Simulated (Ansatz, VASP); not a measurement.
**One calculation of Ca, two programs**

INCAR

```
SYSTEM = Ca
PREC = Accurate
ENCUT = 520
EDIFF = 1E-6
ISMEAR = -1
SIGMA = 0.05
LREAL = .False.
LASPH = .True.
NELM = 60
ALGO = Normal
ISIF = 2
LWAVE = .False.
LCHARG = .False.
GGA = PS
NBANDS = 11
```

Contents of KPOINTS:

```
regular mesh
0
Gamma
  11 11 11
  0 0 0
```

Contents of POSCAR:

```
Ca
1.0
    0.0000000000      2.7662580000      2.7942000000
    2.7662580000      0.0000000000      2.7942000000
    2.7662580000      2.7662580000      0.0000000000
Ca
1
Direct
    0.0000000000      0.0000000000      0.0000000000
```

Input for Ansatz:

```yaml
crystal:
  lattice:
    - [0.0, 2.766258, 2.7942]
    - [2.766258, 0.0, 2.7942]
    - [2.766258, 2.766258, 0.0]
  atoms:
    - { symbol: Ca, position: [0.0, 0.0, 0.0] }
kpoints:
  mp_grid: { grid: [11, 11, 11] }
  band_path:
    path:
      - [0.0, 0.0, 0.0]
      - [0.0, 0.5, 0.5]
      - [0.25, 0.75, 0.5]
      - [0.0, 0.5, 0.0]
      - [0.0, 0.0, 0.0]
      - [0.5, 0.5, 0.0]
      - [0.3725125, 0.6274875, 0.0]
      - [-0.3725125, 0.3725125, 0.0]
      - [0.0, 0.0, 0.0]
    npoints: 5
scf:
  occupations: { method: fermi_dirac, width: 0.05 }
hamiltonian:
  xc: pbesol
  pseudopotentials: { kind: all_electron, lapw: { basis_error: 0.001 } }
output:
  forces: true
  stress: true
  eigenvalues: true
```

Change from the starting cell: equal xx and yy strain of -1 %.

Alike in both runs: task single point; functional PBEsol; k mesh 11 × 11 × 11; occupations fermi-dirac, width 0.05 eV; no spin polarisation.

```csv
,VASP,Ansatz
version,VASP 6.6.1,Ansatz 0.2.0
potentials or method,"VASP PAW PBE potentials, release 64 (Ca_sv), cutoff 520 eV","all-electron LAPW, scalar-relativistic"
```

|  | VASP | Ansatz | Ansatz less VASP |
| --- | --- | --- | --- |
| pressure (GPa) | -0.9 | -0.9 | +0.01 |
| traceless stress, the component that is largest in VASP (GPa) | -0.05 | -0.05 | 0.000 |

VASP's potentials were made for PBE, not for PBEsol. Ansatz ran all-electron here, and VASP with PAW potentials.
